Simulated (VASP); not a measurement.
Set up this calculation in VASP 6.6.1, as the native input.

| Item | Value |
| --- | --- |
| Task | single point |
| Functional | PBEsol |
| Potentials or basis | VASP PAW PBE potentials, release 64 (Al) |
| Cutoff | 520 eV |
| k mesh | 11 × 11 × 6 |
| Occupations | fermi-dirac, width 0.05 eV |
| Spin | no spin polarisation |
| Dipole correction | no |
| Further INCAR settings | ALGO = Normal; EDIFF = 1e-06; NBANDS = 10 |

The structure of Al lies in POSCAR:

```
Al
1.0
    2.7429071794      0.0000000000      0.0000000000
   -1.3714535897      2.3754272976      0.0000000000
    0.0000000000      0.0000000000      4.5305610685
Al
2
Direct
    0.3333333333      0.6666666667      0.2500000000
    0.6666666667      0.3333333333      0.7500000000
```

These files were run (other wordings do the same):

INCAR

```
PREC = Accurate
ENCUT = 520
EDIFF = 1E-6
ISMEAR = -1
SIGMA = 0.05
LREAL = F
LASPH = T
NELM = 100
ALGO = Normal
ISIF = 2
LWAVE = F
LCHARG = F
GGA = PS
NBANDS = 10
```

KPOINTS

```
regular mesh
0
Gamma
  11 11 6
```

Potentials or basis: VASP PAW PBE potentials, release 64 (Al).

Command:

```bash
$ cat potpaw_PBE.64/Al/POTCAR > POTCAR
$ mpirun -np 1 vasp_std > vasp.out
```

It gave:

| Item | Value |
| --- | --- |
| Pressure | 10.1 GPa |
| Band gap on the k mesh | zero (band 3 reaches 13.30 eV, above the bottom of band 4 at 5.99 eV) |

Caveat: the PAW data sets were made with another functional, which shifts forces and pressure a little.

Run time: 5 s on 1 thread of Intel(R) Xeon(R) 6975P-C (Granite Rapids), on a shared host, peak memory 0.14 GiB.
